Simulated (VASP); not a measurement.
# K15Cl16 (a cell with a defect) in VASP: single point with PBE

Aim: the single point of K15Cl16 (a cell with a defect) with PBE.

Everything below comes from runs of VASP 6.6.1. Logs are shortened: lines on timing, memory, paths and dates and some standing lists are left out, and cuts for length are marked.

**1. The cell of the first run**

The cell holds a defect, 31 atoms: a = 10.859 Å, b = 10.859 Å, c = 10.859 Å, α = 60.00°, β = 60.00°, γ = 60.00°.

**2. Single point, PBE (atoms taken out, then relaxed in part)**

File INCAR:

```
ALGO = Normal ; EDIFF = 1E-6
ENCUT = 400 ; GGA = PE
GGA_COMPAT = F ; ISIF = 2
ISMEAR = -1 ; LASPH = T
LCHARG = F ; LREAL = Auto
LWAVE = F ; NBANDS = 144
NELECT = 248.0 ; NELM = 120
PREC = Accurate ; SIGMA = 0.01
```

File KPOINTS:

```
k-points
0
Gamma
  2 2 2
```

File POSCAR:

```
K15Cl16
1.0
    0.0000000000      7.6783920000      7.6783920000
    7.6783920000      0.0000000000      7.6783920000
    7.6783920000      7.6783920000      0.0000000000
K Cl
15 16
Direct
    0.5000000000      0.0000000000      0.0000000000
    0.0000000000      0.5000000000      0.0000000000
    0.0000000000      0.0000000000      0.5000000000
    0.2500000000      0.2500000000      0.2500000000
    0.5000000000      0.5000000000      0.0000000000
    0.5000000000      0.0000000000      0.5000000000
    0.7660880130      0.2339119870      0.2339119870
    0.0000000000      0.5000000000      0.5000000000
    0.2339119870      0.7660880130      0.2339119870
    0.2339119870      0.2339119870      0.7660880130
    0.5000000000      0.5000000000      0.5000000000
    0.7660880130      0.7660880130      0.2339119870
    0.7660880130      0.2339119870      0.7660880130
    0.2339119870      0.7660880130      0.7660880130
    0.7500000000      0.7500000000      0.7500000000
    0.1292154145      0.1292154145      0.1292154145
    0.6123537565      0.1292154145      0.1292154145
    0.1292154145      0.6123537565      0.1292154145
    0.1292154145      0.1292154145      0.6123537565
    0.3752616098      0.3752616098      0.3752616098
    0.6247383902      0.6247383902      0.1257848293
    0.6247383902      0.1257848293      0.6247383902
    0.8742151707      0.3752616098      0.3752616098
    0.1257848293      0.6247383902      0.6247383902
    0.3752616098      0.8742151707      0.3752616098
    0.3752616098      0.3752616098      0.8742151707
    0.6247383902      0.6247383902      0.6247383902
    0.8707845855      0.8707845855      0.3876462435
    0.8707845855      0.3876462435      0.8707845855
    0.3876462435      0.8707845855      0.8707845855
    0.8707845855      0.8707845855      0.8707845855
```

Potentials or basis: VASP PAW PBE potentials, release 64 (K_sv, Cl).

The run is started by

```console
$ cat potpaw_PBE.64/K_sv/POTCAR potpaw_PBE.64/Cl/POTCAR > POTCAR
$ mpirun -np 1 vasp_std > vasp.out
```

OUTCAR:

```text
EDIFF = 1E-6
   ENCUT = 400
   GGA = PE
   ISIF = 2
   ISMEAR = -1
   LASPH = T
   LREAL = Auto
   NELECT = 248.0
   NELM = 120
   PREC = Accurate

 ion  position               nearest neighbor table
   1  0.500  0.000  0.000-
   2  0.000  0.500  0.000-
   3  0.000  0.000  0.500-
   4  0.250  0.250  0.250-  16 3.21  17 3.21  18 3.21  19 3.21
   5  0.500  0.500  0.000-
   6  0.500  0.000  0.500-
   7  0.766  0.234  0.234-  17 3.23  28 3.23  29 3.23  16 3.23
   8  0.000  0.500  0.500-
   9  0.234  0.766  0.234-  18 3.23  28 3.23  30 3.23  16 3.23
  10  0.234  0.234  0.766-  19 3.23  29 3.23  30 3.23  16 3.23
  11  0.500  0.500  0.500-
  12  0.766  0.766  0.234-  28 3.23  18 3.23  17 3.23  31 3.23
  13  0.766  0.234  0.766-  29 3.23  19 3.23  17 3.23  31 3.23
  14  0.234  0.766  0.766-  30 3.23  19 3.23  18 3.23  31 3.23
  15  0.750  0.750  0.750-  31 3.21  29 3.21  30 3.21  28 3.21
  16  0.129  0.129  0.129-   4 3.21   7 3.23   9 3.23  10 3.23
  17  0.612  0.129  0.129-   4 3.21   7 3.23  12 3.23  13 3.23
  18  0.129  0.612  0.129-   4 3.21   9 3.23  12 3.23  14 3.23
  19  0.129  0.129  0.612-   4 3.21  10 3.23  13 3.23  14 3.23
  20  0.375  0.375  0.375-
  21  0.625  0.625  0.126-
  22  0.625  0.126  0.625-
  23  0.874  0.375  0.375-
  24  0.126  0.625  0.625-
  25  0.375  0.874  0.375-
  26  0.375  0.375  0.874-
  27  0.625  0.625  0.625-
  28  0.871  0.871  0.388-  15 3.21  12 3.23   7 3.23   9 3.23
  29  0.871  0.388  0.871-  15 3.21  13 3.23  10 3.23   7 3.23
  30  0.388  0.871  0.871-  15 3.21  14 3.23  10 3.23   9 3.23
  31  0.871  0.871  0.871-  15 3.21  13 3.23  14 3.23  12 3.23

  LATTYP: Found a face centered cubic cell.
 ALAT       =    15.3567840000

  Lattice vectors:

 A1 = (   0.0000000000,   7.6783920000,   7.6783920000)
 A2 = (   7.6783920000,   0.0000000000,   7.6783920000)
 A3 = (   7.6783920000,   7.6783920000,   0.0000000000)

Analysis of symmetry for initial positions (statically):
=====================================================================
 Subroutine PRICEL returns:
 Original cell was already a primitive cell.

 Routine SETGRP: Setting up the symmetry group for a
 face centered cubic supercell.

 Subroutine GETGRP returns: Found 48 space group operations
 (whereof 48 operations were pure point group operations)
[... 151 lines left out ...]
   NELM   =    120;   NELMIN=  2; NELMDL= -5     # of ELM steps
   EDIFF  = 0.1E-05   stopping-criterion for ELM
   LREAL  =      T    real-space projection
   EDIFFG = 0.1E-04   stopping-criterion for IOM
   NSW    =      0    number of steps for IOM
   IBRION =     -1    ionic relax: 0-MD 1-quasi-New 2-CG
   NFREE  =      0    steps in history (QN), initial steepest desc. (CG)
   ISIF   =      2    stress and relaxation
   ISYM   =      2    0-nonsym 1-usesym 2-fastsym
   POTIM  = 0.5000    time-step for ionic-motion
   TEBEG  =    0.0;   TEEND  =   0.0 temperature during run
   PSTRESS=    0.0 pullay stress
   NELECT =     248.0000    total number of electrons
   NUPDOWN=      -1.0000    fix difference up-down
   EMIN   =  10.00;   EMAX   =-10.00  energy-range for DOS
   EFERMI =   0.00;   METHOD = LEGACY
   ISMEAR =    -1;   SIGMA  =   0.01  broadening in eV -4-tet -1-fermi 0-gaus
   EFERMI_NEDOS =   21; number of points for ismear=-14 and -15
   IALGO  =     38    algorithm
   IMIX   =      4    mixing-type and parameters
     AMIX     =   0.40;   BMIX     =  1.00
     AMIX_MAG =   1.60;   BMIX_MAG =  1.00
  volume/ion in A,a.u.               =      29.21       197.10
  Fermi-wavevector in a.u.,A,eV,Ry     =   1.063192  2.009142 15.379721  1.130378
  Thomas-Fermi vector in A             =   2.198669
   LORBIT       =      0    0 simple, 1 ext, 2 COOP (PROOUT), +10 PAW based schemes
   GGA     = PE    functional components
   LHFCALC =     F    Hartree Fock is set to
   AEXX    =    0.0000 exact exchange contribution
   IVDW    =     0    specifies the selected vdW correction
   LEPSILON=     F    determine dielectric tensor
   LRPA    =     F    only Hartree local field effects (RPA)
 non-spin polarized calculation
  energy-cutoff  :      400.00
  volume of cell :      905.40
 maximum number of plane-waves:     16522
 NGX is ok and might be reduce to    72
   NGX = 35   NGY = 35   NGZ = 35

 number of electron     247.9999983 magnetization

 Free energy of the ion-electron system (eV)
  ---------------------------------------------------
  ext. energy  EPLUGINS =         0.00000000
  ---------------------------------------------------
  free energy    TOTEN  =      -102.18671778 eV

  energy without entropy =     -102.18671778  energy(sigma->0) =     -102.18671778

 E-fermi :  -0.6339     XC(G=0):  -7.9296

 val. band max:       -0.9442166571   @ k =   0.0000   0.0000   0.0000
 cond. band min:       3.8011870694   @ k =   0.0000   0.0000   0.0000
 fundamental gap:      4.7454037266
 Fermi energy:        -0.6338567340

 k-point     1 :       0.0000    0.0000    0.0000
  band No.  band energies     occupation
      1     -29.1341      2.00000
      2     -29.1242      2.00000
      3     -29.1242      2.00000
      4     -29.1201      2.00000
      5     -29.1201      2.00000
      6     -29.1201      2.00000
[... 406 lines left out ...]
    135       6.0549      0.00000
    136       6.1948      0.00000
 [bands above 136 left out]

------------------------ aborting loop because EDIFF is reached ----------------------------------------

  FORCE on cell =-STRESS in cart. coord.  units (eV):
  Direction    XX          YY          ZZ          XY          YZ          ZX
  --------------------------------------------------------------------------------------
  -------------------------------------------------------------------------------------
  Total        4.6477394      4.6477394      4.6477394      0.0000000      0.0000000     -0.0000000
  in kB        8.2245382      8.2245382      8.2245382      0.0000000      0.0000000     -0.0000000
  external PRESSURE =       8.2245382 kB  Pullay stress =       0.0000000 kB

 VOLUME and BASIS-vectors are now :
 -----------------------------------------------------------------------------
  energy-cutoff  :      400.00
  volume of cell :      905.40
      direct lattice vectors                 reciprocal lattice vectors
     0.000000000  7.678392000  7.678392000    -0.065117801  0.065117801  0.065117801
     7.678392000  0.000000000  7.678392000     0.065117801 -0.065117801  0.065117801
     7.678392000  7.678392000  0.000000000     0.065117801  0.065117801 -0.065117801

 POSITION                                       TOTAL-FORCE (eV/Angst)
 -----------------------------------------------------------------------------------
      0.00000      3.83920      3.83920        -0.000000     -0.000000     -0.000000
      3.83920      0.00000      3.83920        -0.000000     -0.000000     -0.000000
      3.83920      3.83920      0.00000        -0.000000     -0.000000     -0.000000
      3.83920      3.83920      3.83920        -0.000000     -0.000000     -0.000000
      3.83920      3.83920      7.67839        -0.000000     -0.000000     -0.000000
      3.83920      7.67839      3.83920        -0.000000     -0.000000     -0.000000
[... 23 lines left out ...]
     13.37245      9.66273      9.66273         0.006765     -0.006765     -0.006765
     13.37245     13.37245     13.37245         0.006765      0.006765      0.006765
 -----------------------------------------------------------------------------------
    total drift:                                0.000000      0.000000      0.000000

  FREE ENERGIE OF THE ION-ELECTRON SYSTEM (eV)
  ---------------------------------------------------
  free  energy   TOTEN  =      -102.1867177819 eV

  energy  without entropy=     -102.1867177819  energy(sigma->0) =     -102.18671778
```

stdout:

```text
POSCAR found type information on POSCAR K Cl
 POSCAR found :  2 types and      31 ions
 scaLAPACK will be used
 LDA part: xc-table for (Slater+PW92), standard interpolation
 POSCAR, INCAR and KPOINTS ok, starting setup
 FFT: planning ... GRIDC
 FFT: planning ... GRID_SOFT
 FFT: planning ... GRID
 WAVECAR not read
 entering main loop
 the old and the new charge density differ
 old charge density:   247.00000 new  248.00000
    0.118E+01
```

Run time: 14 min. Hardware: 1 thread of AMD EPYC 9755, shared host; peak memory 0.75 GiB.

Results:

- Free energy: -102.1867 eV
- Largest force: 0.012 eV/Å

Forces in eV/Å, atoms in the order of the input:
```
K    0.000  0.000  0.000
K    0.000  0.000  0.000
K    0.000  0.000  0.000
K    0.000  0.000  0.000
K    0.000  0.000  0.000
K    0.000  0.000  0.000
K   -0.007  0.000  0.000
K    0.000  0.000  0.000
K    0.000 -0.007  0.000
K    0.000  0.000 -0.007
K    0.000  0.000  0.000
K    0.000  0.000  0.007
K    0.000  0.007  0.000
K    0.007  0.000  0.000
K    0.000  0.000  0.000
Cl  -0.007 -0.007 -0.007
Cl  -0.007  0.007  0.007
Cl   0.007 -0.007  0.007
Cl   0.007  0.007 -0.007
Cl   0.006  0.006  0.006
Cl   0.006  0.006 -0.006
Cl   0.006 -0.006  0.006
Cl   0.006 -0.006 -0.006
Cl  -0.006  0.006  0.006
Cl  -0.006  0.006 -0.006
Cl  -0.006 -0.006  0.006
Cl  -0.006 -0.006 -0.006
Cl  -0.007 -0.007  0.007
Cl  -0.007  0.007 -0.007
Cl   0.007 -0.007 -0.007
Cl   0.007  0.007  0.007
```

Caveat: the cell carries a net charge on a neutralising background, which shifts energy and pressure; the cell differs from its parent crystal (atoms taken out, then relaxed in part); the cell is charged against a uniform background, so pressure and absolute levels hang on convention.
